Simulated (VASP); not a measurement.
# Mo (Fm-3m) in VASP: a series of runs

Mo is run at these levels: PBE; tasks: single point.

Program: VASP 6.6.1. These are calculated values, not measurements. Logs are shortened: lines on timing, memory, paths and dates and some standing lists are left out, and cuts for length are marked.

## (1) The cell of the first run

The structure is cubic, space group Fm-3m (No. 225). Conventional cell: a = 3.835 Å, b = 3.835 Å, c = 3.835 Å, α = 90.00°, β = 90.00°, γ = 90.00°. Mo (site symmetry m-3m) has 12 Mo at 2.71 Å within 3.6 Å.

## (2) Single point, PBE (volume 14.102 Å^3 an atom, c/a of the conventional cell 1.0000)

Contents of INCAR:

```
SYSTEM = Mo
PREC = Accurate
ENCUT = 520
EDIFF = 1E-6
ISMEAR = 0
SIGMA = 0.15
LREAL = .FALSE.
LASPH = .TRUE.
NELM = 80
ALGO = Normal
ISIF = 2
LWAVE = .FALSE.
LCHARG = .FALSE.
GGA = PE
NBANDS = 13
```

Contents of KPOINTS:

```
regular mesh
0
G
  22 22 22
  0 0 0
```

Contents of POSCAR:

```
Mo
1.0
    0.0000000000      1.9175656358      1.9175656358
    1.9175656358      0.0000000000      1.9175656358
    1.9175656358      1.9175656358      0.0000000000
Mo
1
Direct
    0.0000000000      0.0000000000      0.0000000000
```

Potentials or basis: VASP PAW PBE potentials, release 64 (Mo_sv).

Launch:

```
> cat potpaw_PBE.64/Mo_sv/POTCAR > POTCAR
> mpirun -np 1 vasp_std > vasp.out
```

OUTCAR:

```text
SYSTEM = Mo
   PREC = Accurate
   ENCUT = 520
   EDIFF = 1E-6
   ISMEAR = 0
   LREAL = .FALSE.
   LASPH = .TRUE.
   NELM = 80
   ISIF = 2
   GGA = PE

 ion  position               nearest neighbor table
   1  0.000  0.000  0.000-

  LATTYP: Found a face centered cubic cell.
 ALAT       =     3.8351312716

  Lattice vectors:

 A1 = (   0.0000000000,   1.9175656358,   1.9175656358)
 A2 = (   1.9175656358,   0.0000000000,   1.9175656358)
 A3 = (   1.9175656358,   1.9175656358,   0.0000000000)

Analysis of symmetry for initial positions (statically):
=====================================================================
 Subroutine PRICEL returns:
 Original cell was already a primitive cell.

 Routine SETGRP: Setting up the symmetry group for a
 face centered cubic supercell.

 Subroutine GETGRP returns: Found 48 space group operations
 (whereof 48 operations were pure point group operations)
 out of a pool of 48 trial point group operations.

The static configuration has the point symmetry O_h .

Analysis of symmetry for dynamics (positions and initial velocities):
=====================================================================
 Subroutine PRICEL returns:
 Original cell was already a primitive cell.

 Routine SETGRP: Setting up the symmetry group for a
 face centered cubic supercell.

 Subroutine GETGRP returns: Found 48 space group operations
 (whereof 48 operations were pure point group operations)
 out of a pool of 48 trial point group operations.

The dynamic configuration has the point symmetry O_h .

 Subroutine INISYM returns: Found 48 space group operations
 (whereof 48 operations are pure point group operations),
 and found     1 'primitive' translations

----------------------------------------------------------------------------------------

                                     Primitive cell

  volume of cell :      14.1020

  direct lattice vectors                    reciprocal lattice vectors
     0.000000000  1.917565636  1.917565636    -0.260747268  0.260747268  0.260747268
     1.917565636  0.000000000  1.917565636     0.260747268 -0.260747268  0.260747268
     1.917565636  1.917565636  0.000000000     0.260747268  0.260747268 -0.260747268

  length of vectors
     2.711847329  2.711847329  2.711847329     0.451627515  0.451627515  0.451627515

  position of ions in fractional coordinates (direct lattice)
     0.000000000  0.000000000  0.000000000

  ion indices of the primitive-cell ions
   primitive index   ion index
                 1           1

----------------------------------------------------------------------------------------

 KPOINTS: regular mesh

Automatic generation of k-mesh.
 Grid dimensions read from file:
 generate k-points for:   22   22   22

 Generating k-lattice:

  Cartesian coordinates                     Fractional coordinates (reciprocal lattice)
    -0.011852149  0.011852149  0.011852149     0.045454545  0.000000000  0.000000000
     0.011852149 -0.011852149  0.011852149     0.000000000  0.045454545  0.000000000
     0.011852149  0.011852149 -0.011852149     0.000000000  0.000000000  0.045454545

  Length of vectors
     0.020528523  0.020528523  0.020528523

  Shift w.r.t. Gamma in fractional coordinates (k-lattice)
     0.000000000  0.000000000  0.000000000

 Subroutine IBZKPT returns following result:
 ===========================================

 Found    328 irreducible k-points:

 Following reciprocal coordinates:
            Coordinates               Weight
  0.000000  0.000000  0.000000      1.000000
  0.045455  0.000000  0.000000      8.000000
  0.090909  0.000000  0.000000      8.000000
  0.136364  0.000000  0.000000      8.000000
  0.181818  0.000000  0.000000      8.000000
  0.227273  0.000000  0.000000      8.000000
[... 16 lines left out ...]
  0.500000  0.045455  0.000000     24.000000
 -0.454545  0.045455  0.000000     24.000000
 [... further k-points ...]
   k-points           NKPTS =    328   k-points in BZ     NKDIM =    328   number of bands    NBANDS=     13
   number of dos      NEDOS =    301   number of ions     NIONS =      1
   total plane-waves  NPLWV =   8000
   dimension x,y,z NGX =    20 NGY =   20 NGZ =   20
   dimension x,y,z NGXF=    40 NGYF=   40 NGZF=   40
   ions per type =               1
   NGX,Y,Z   is equivalent  to a cutoff of  12.26, 12.26, 12.26 a.u.
   NGXF,Y,Z  is equivalent  to a cutoff of  24.52, 24.52, 24.52 a.u.
 SYSTEM =  Mo
   PREC   = accura    normal or accurate (medium, high low for compatibility)
   ISTART =      0    job   : 0-new  1-cont  2-samecut
   ICHARG =      2    charge: 1-file 2-atom 10-const
   ISPIN  =      1    spin polarized calculation?
   LNONCOLLINEAR =      F non collinear calculations
   LSORBIT =      F    spin-orbit coupling
   LASPH  =      T    aspherical Exc in radial PAW
   ENCUT  =  520.0 eV  38.22 Ry    6.18 a.u.   5.04  5.04  5.04*2*pi/ulx,y,z
   NELM   =     80;   NELMIN=  2; NELMDL= -5     # of ELM steps
   EDIFF  = 0.1E-05   stopping-criterion for ELM
   LREAL  =      F    real-space projection
   EDIFFG = 0.1E-04   stopping-criterion for IOM
   NSW    =      0    number of steps for IOM
   IBRION =     -1    ionic relax: 0-MD 1-quasi-New 2-CG
   NFREE  =      0    steps in history (QN), initial steepest desc. (CG)
   ISIF   =      2    stress and relaxation
   ISYM   =      2    0-nonsym 1-usesym 2-fastsym
   POTIM  = 0.5000    time-step for ionic-motion
   TEBEG  =    0.0;   TEEND  =   0.0 temperature during run
   PSTRESS=    0.0 pullay stress
   NELECT =      14.0000    total number of electrons
   NUPDOWN=      -1.0000    fix difference up-down
   EMIN   =  10.00;   EMAX   =-10.00  energy-range for DOS
   EFERMI =   0.00;   METHOD = LEGACY
   ISMEAR =     0;   SIGMA  =   0.15  broadening in eV -4-tet -1-fermi 0-gaus
   EFERMI_NEDOS =   21; number of points for ismear=-14 and -15
   IALGO  =     38    algorithm
   IMIX   =      4    mixing-type and parameters
     AMIX     =   0.40;   BMIX     =  1.00
     AMIX_MAG =   1.60;   BMIX_MAG =  1.00
  volume/ion in A,a.u.               =      14.10        95.16
  Fermi-wavevector in a.u.,A,eV,Ry     =   1.633142  3.086191 36.288815  2.667153
  Thomas-Fermi vector in A             =   2.724996
   LORBIT       =      0    0 simple, 1 ext, 2 COOP (PROOUT), +10 PAW based schemes
   GGA     = PE    functional components
   LHFCALC =     F    Hartree Fock is set to
   AEXX    =    0.0000 exact exchange contribution
   IVDW    =     0    specifies the selected vdW correction
   LEPSILON=     F    determine dielectric tensor
   LRPA    =     F    only Hartree local field effects (RPA)
 non-spin polarized calculation
 Gauss-broadening in eV      SIGMA  =   0.15
  energy-cutoff  :      520.00
  volume of cell :       14.10
 maximum number of plane-waves:       392
   NGX =  9   NGY =  9   NGZ =  9

 number of electron      13.9999999 magnetization

 Free energy of the ion-electron system (eV)
  ---------------------------------------------------
  ext. energy  EPLUGINS =         0.00000000
  ---------------------------------------------------
  free energy    TOTEN  =       -10.29822518 eV

  energy without entropy =      -10.28677738  energy(sigma->0) =      -10.29250128

 E-fermi :  13.8561     XC(G=0): -13.9598

 val. band max:       13.8430394313   @ k =   0.2727   0.2273   0.0000
 cond. band min:      13.8633909670   @ k =   0.4545   0.2727   0.0000
 fundamental gap:      0.0203515357
 Fermi energy:        13.8561292163

 k-point     1 :       0.0000    0.0000    0.0000
  band No.  band energies     occupation
      1     -46.8361      2.00000
      2     -19.8438      2.00000
      3     -19.8438      2.00000
      4     -19.8438      2.00000
      5       6.7965      2.00000
      6      12.9316      2.00000
      7      12.9316      2.00000
      8      12.9316      2.00000
      9      16.1479      0.00000
     10      16.1479      0.00000
     11      26.9810      0.00000
     12      32.8858      0.00000
     13      32.8858      0.00000

 k-point     2 :       0.0455    0.0000    0.0000
  band No.  band energies     occupation
      1     -46.8288      2.00000
      2     -19.8866      2.00000
      3     -19.8490      2.00000
      4     -19.8490      2.00000
      5       6.8952      2.00000
      6      12.8600      2.00000
      7      12.9775      2.00000
      8      12.9775      2.00000
      9      16.1059      0.00000
     10      16.1059      0.00000
     11      27.1782      0.00000
     12      32.4695      0.00000
     13      33.0666      0.00000

 k-point     3 :       0.0909    0.0000    0.0000
  band No.  band energies     occupation
      1     -46.8073      2.00000
      2     -20.0104      2.00000
      3     -19.8640      2.00000
      4     -19.8640      2.00000
      5       7.1798      2.00000
      6      12.6705      2.00000
      7      13.1038      2.00000
      8      13.1038      2.00000
      9      16.0001      0.00000
     10      16.0001      0.00000
     11      27.7322      0.00000
     12      31.5578      0.00000
     13      33.5968      0.00000
[... 305 lines left out ...]
 k-point    23 :       0.5000    0.0455    0.0000
  band No.  band energies     occupation
      1     -46.4574      2.00000
      2     -21.7708      2.00000
      3     -20.1178      2.00000
      4     -20.1009      2.00000
      5       8.6909      2.00000
      6      12.5761      2.00000
      7      12.7759      2.00000
      8      15.6413      0.00000
      9      18.6458      0.00000
     10      18.9210      0.00000
     11      26.7424      0.00000
     12      27.1858      0.00000
     13      34.1547      0.00000

 k-point    24 :      -0.4545    0.0455    0.0000
  band No.  band energies     occupation
      1     -46.4600      2.00000
      2     -21.7586      2.00000
      3     -20.1235      2.00000
      4     -20.0919      2.00000
      5       8.7012      2.00000
      6      12.6021      2.00000
      7      12.7728      2.00000
      8      15.5755      0.00000
      9      18.4603      0.00000
     10      18.9942      0.00000
     11      26.5927      0.00000
     12      27.4730      0.00000
     13      34.1104      0.00000

 [... further k-points ...]
[... 5 lines left out ...]
  --------------------------------------------------------------------------------------
  -------------------------------------------------------------------------------------
  Total        3.5534657      3.5534657      3.5534657     -0.0000000     -0.0000000      0.0000000
  in kB      403.7216137    403.7216137    403.7216137     -0.0000000     -0.0000000      0.0000000
  external PRESSURE =     403.7216137 kB  Pullay stress =       0.0000000 kB

 VOLUME and BASIS-vectors are now :
 -----------------------------------------------------------------------------
  energy-cutoff  :      520.00
  volume of cell :       14.10
      direct lattice vectors                 reciprocal lattice vectors
     0.000000000  1.917565636  1.917565636    -0.260747268  0.260747268  0.260747268
     1.917565636  0.000000000  1.917565636     0.260747268 -0.260747268  0.260747268
     1.917565636  1.917565636  0.000000000     0.260747268  0.260747268 -0.260747268

 POSITION                                       TOTAL-FORCE (eV/Angst)
 -----------------------------------------------------------------------------------
      0.00000      0.00000      0.00000        -0.000000     -0.000000     -0.000000
 -----------------------------------------------------------------------------------
    total drift:                               -0.000000     -0.000000     -0.000000

  FREE ENERGIE OF THE ION-ELECTRON SYSTEM (eV)
  ---------------------------------------------------
  free  energy   TOTEN  =       -10.2982251797 eV

  energy  without entropy=      -10.2867773796  energy(sigma->0) =      -10.29250128
```

It took 21 s on 1 thread of AMD EPYC 9R45 (Zen 5), shared host; peak memory 0.14 GiB.

What came out:

```yaml
Free_energy: -10.2982 eV
Pressure: 40.4 GPa
Band_gap_on_the_k_mesh: zero (band 7 reaches 18.60 eV, above the bottom of band 8 at 12.93 eV)
```

## (3) Single point, PBE (volume 14.743 Å^3 an atom, c/a of the conventional cell 1.0000)

Contents of INCAR:

```
PREC = Accurate
ENCUT = 520
EDIFF = 1E-7
ISMEAR = 0
SIGMA = 0.15
LREAL = F
LASPH = T
NELM = 100
ALGO = Normal
ISIF = 2
LWAVE = F
LCHARG = F
GGA = PE
NBANDS = 13
```

Contents of KPOINTS:

```
Automatic mesh
0
Gamma
  22 22 22
```

Contents of POSCAR:

```
Mo
1.0
    0.0000000000      1.9461902386      1.9461902386
    1.9461902386      0.0000000000      1.9461902386
    1.9461902386      1.9461902386      0.0000000000
Mo
1
Direct
    0.0000000000      0.0000000000      0.0000000000
```

Potentials or basis: VASP PAW PBE potentials, release 64 (Mo_sv).

Launch:

```
> cat potpaw_PBE.64/Mo_sv/POTCAR > POTCAR
> mpirun -np 1 vasp_std > vasp.out
```

It took 29 s on 1 thread of AMD EPYC 9R45 (Zen 5), shared host; peak memory 0.14 GiB.

The run converged. Its results:

- Free energy: -10.4267 eV
- Pressure: 24.3 GPa
- Band gap on the k mesh: zero (band 7 reaches 17.58 eV, above the bottom of band 8 at 12.27 eV)

Levels at points of the mesh, in eV from the Fermi level:
```tsv
k point	band 5	band 6	band 7	band 8	band 9	band 10
(0.00, 0.00, 0.00)	-6.96	-0.84	-0.84	-0.84	2.18	2.18
(0.50, 0.00, 0.00)	-5.02	-1.06	-1.06	1.88	4.51	4.51
(0.50, 0.50, 0.00)	-5.53	-4.81	4.47	4.58	5.18	5.18
```

## (4) Single point, PBE (volume 15.384 Å^3 an atom, c/a of the conventional cell 1.0000)

Contents of INCAR:

```
SYSTEM = Mo
PREC = Accurate ; ENCUT = 520
EDIFF = 1E-6 ; ISMEAR = 0
SIGMA = 0.15 ; LREAL = .False.
LASPH = .True. ; NELM = 80
ALGO = Normal ; ISIF = 2
LWAVE = .False. ; LCHARG = .True.
GGA = PE ; LELF = .True.
LVHAR = .True. ; NBANDS = 13
```

Contents of KPOINTS:

```
regular mesh
0
Gamma
  22 22 22
  0 0 0
```

Contents of POSCAR:

```
Mo
1.0
    0.0000000000      1.9739967131      1.9739967131
    1.9739967131      0.0000000000      1.9739967131
    1.9739967131      1.9739967131      0.0000000000
Mo
1
Direct
    0.0000000000      0.0000000000      0.0000000000
```

Launch:

```
> cat potpaw_PBE.64/Mo_sv/POTCAR > POTCAR
> mpirun -np 1 vasp_std > vasp.out
```

It took 40 s on 1 thread of AMD EPYC 9R45 (Zen 5), shared host; peak memory 0.16 GiB.

Results (log left out):

```
Free energy            : -10.4969 eV
Pressure               : 11.1 GPa
Band gap on the k mesh : zero (band 7 reaches 16.64 eV, above the bottom of band 8 at 11.65 eV)
```

Levels at points of the mesh, in eV from the Fermi level:
| k point | band 4 | band 5 | band 6 | band 7 | band 8 | band 9 | band 10 | band 11 |
| --- | --- | --- | --- | --- | --- | --- | --- | --- |
| (0.00, 0.00, 0.00) | -33.94 | -6.85 | -0.77 | -0.77 | -0.77 | 2.07 | 2.07 | 13.12 |
| (0.50, 0.00, 0.00) | -34.14 | -4.80 | -0.97 | -0.97 | 1.70 | 4.26 | 4.26 | 11.72 |
| (0.50, 0.50, 0.00) | -34.47 | -5.23 | -4.53 | 4.22 | 4.28 | 4.88 | 4.88 | 12.82 |

## (5) Single point, PBE (volume 16.666 Å^3 an atom, c/a of the conventional cell 1.0000)

Contents of INCAR:

```
SYSTEM = Mo
PREC     = Accurate       ! precision mode
ENCUT    = 520            ! plane-wave cutoff, eV
EDIFF    = 1E-6           ! SCF threshold, eV
ISMEAR   = 0              ! smearing method
SIGMA    = 0.15           ! smearing width, eV
LREAL    = .False.        ! projectors in reciprocal space
LASPH    = .True.         ! aspherical terms in the spheres
NELM     = 100            ! most SCF steps
ALGO     = Fast           ! electronic algorithm
ISIF     = 2              ! what is computed and relaxed
LWAVE    = .False.        ! write WAVECAR
LCHARG   = .True.         ! write CHGCAR
GGA      = PE             ! functional
LELF     = .True.         ! ELF
LVHAR    = .True.       
NBANDS   = 13             ! bands
```

Contents of KPOINTS:

```
Automatic mesh
0
Gamma
  22 22 22
  0 0 0
```

Contents of POSCAR:

```
Mo
1.0
    0.0000000000      2.0273736328      2.0273736328
    2.0273736328      0.0000000000      2.0273736328
    2.0273736328      2.0273736328      0.0000000000
Mo
1
Direct
    0.0000000000      0.0000000000      0.0000000000
```

Launch:

```
> cat potpaw_PBE.64/Mo_sv/POTCAR > POTCAR
> mpirun -np 1 vasp_std > vasp.out
```

Run time: 42 s. Hardware: 1 thread of AMD EPYC 9R45 (Zen 5), shared host; peak memory 0.16 GiB.

Results (log left out):

```
Free energy            : -10.5038 eV
Pressure               : -8.2 GPa
Band gap on the k mesh : zero (band 7 reaches 14.96 eV, above the bottom of band 8 at 10.53 eV)
```

Levels at points of the mesh, in eV from the Fermi level:
```tsv
k point	band 3	band 4	band 5	band 6	band 7	band 8	band 9	band 10	band 11	band 12
(0.00, 0.00, 0.00)	-34.15	-34.15	-6.61	-0.66	-0.66	-0.66	1.87	1.87	13.07	18.14
(0.50, 0.00, 0.00)	-34.31	-34.31	-4.41	-0.83	-0.83	1.42	3.81	3.81	10.53	12.74
(0.50, 0.50, 0.00)	-34.56	-34.56	-4.70	-4.04	3.77	3.80	4.36	4.36	12.16	12.16
```

## (6) Single point, PBE (volume 17.307 Å^3 an atom, c/a of the conventional cell 1.0000)

Contents of INCAR:

```
  ALGO = Normal
  EDIFF = 1E-6
  ENCUT = 520
  GGA = PE
  ISIF = 2
  ISMEAR = 0
  LASPH = True
  LCHARG = False
  LREAL = False
  LWAVE = False
  NBANDS = 13
  NELM = 80
  PREC = Accurate
  SIGMA = 0.15
```

Contents of KPOINTS:

```
k-points
0
Gamma
  22 22 22
```

Contents of POSCAR:

```
Mo
1.0
    0.0000000000      2.0530393148      2.0530393148
    2.0530393148      0.0000000000      2.0530393148
    2.0530393148      2.0530393148      0.0000000000
Mo
1
Direct
    0.0000000000      0.0000000000      0.0000000000
```

Potentials or basis: VASP PAW PBE potentials, release 64 (Mo_sv).

Launch:

```
> cat potpaw_PBE.64/Mo_sv/POTCAR > POTCAR
> mpirun -np 1 vasp_std > vasp.out
```

Wall time 31 s (1 thread of AMD EPYC 9R45 (Zen 5), shared host); peak memory 0.16 GiB.

It converged, with:

| Property | Result |
| --- | --- |
| Free energy | -10.4565 eV |
| Pressure | -15.3 GPa |
| Band gap on the k mesh | zero (band 7 reaches 14.21 eV, above the bottom of band 8 at 10.03 eV) |

Levels at points of the mesh, in eV from the Fermi level:
| k point | band 4 | band 5 | band 6 | band 7 | band 8 | band 9 | band 10 | band 11 |
| --- | --- | --- | --- | --- | --- | --- | --- | --- |
| (0.00, 0.00, 0.00) | -34.25 | -6.49 | -0.61 | -0.61 | -0.61 | 1.78 | 1.78 | 13.04 |
| (0.50, 0.00, 0.00) | -34.38 | -4.24 | -0.77 | -0.77 | 1.32 | 3.61 | 3.61 | 10.01 |
| (0.50, 0.50, 0.00) | -34.61 | -4.46 | -3.83 | 3.57 | 3.60 | 4.12 | 4.12 | 11.86 |

## (7) Summary

| cell | gap on the mesh (eV) | pressure (GPa) |
| --- | --- | --- |
| a = 2.712 Å, angles 60.0°, 1 atom | none | 40.4 |
| a = 2.752 Å, angles 60.0°, 1 atom | none | 24.3 |
| a = 2.792 Å, angles 60.0°, 1 atom | none | 11.1 |
| a = 2.867 Å, angles 60.0°, 1 atom | none | -8.2 |
| a = 2.903 Å, angles 60.0°, 1 atom | none | -15.3 |

Alike in all rows: task single point; level PBE; potentials or basis VASP PAW PBE potentials, release 64 (Mo_sv); no spin polarisation; k mesh 22 × 22 × 22; cutoff (eV) 520; smearing gaussian 0.15 eV.

Total energies depend on the potentials used, so only differences within one code and one set of settings carry meaning.
